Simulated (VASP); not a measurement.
# Rb: single point with LDA

Rb:

```xyz
1
Lattice="-2.4725 2.4725 2.4725 2.4725 -2.4725 2.4725 2.4725 2.4725 -2.4725" Properties=species:S:1:pos:R:3 pbc="T T T"
Rb    0.0000    0.0000    0.0000
```

This cell differs from its parent crystal: volume scaled by 0.78.

| Property | Result |
| --- | --- |
| Program | VASP 6.6.1 |
| Task | single point |
| Functional | LDA |
| Potentials or basis | VASP PAW LDA potentials, release 64 (Rb_sv) |
| Cutoff | 520 eV |
| k mesh | 11 × 11 × 11 |
| Occupations | fermi-dirac, width 0.05 eV |
| Spin | no spin polarisation |
| Dipole correction | no |
| Further INCAR settings | ALGO = Normal; EDIFF = 1e-07; NBANDS = 10 |

```json
{
 "Pressure": "1.4 GPa"
}
```

Levels at points of the mesh, in eV from the Fermi level:
```tsv
k point	band 3	band 4	band 5	band 6	band 7	band 8
(0.00, 0.00, 0.00)	-12.69	-12.69	-2.58	3.89	3.89	3.89
```

Wall time 7.2 s on 1 thread of Intel(R) Xeon(R) 6975P-C (Granite Rapids) (shared host), peak memory 0.16 GiB.
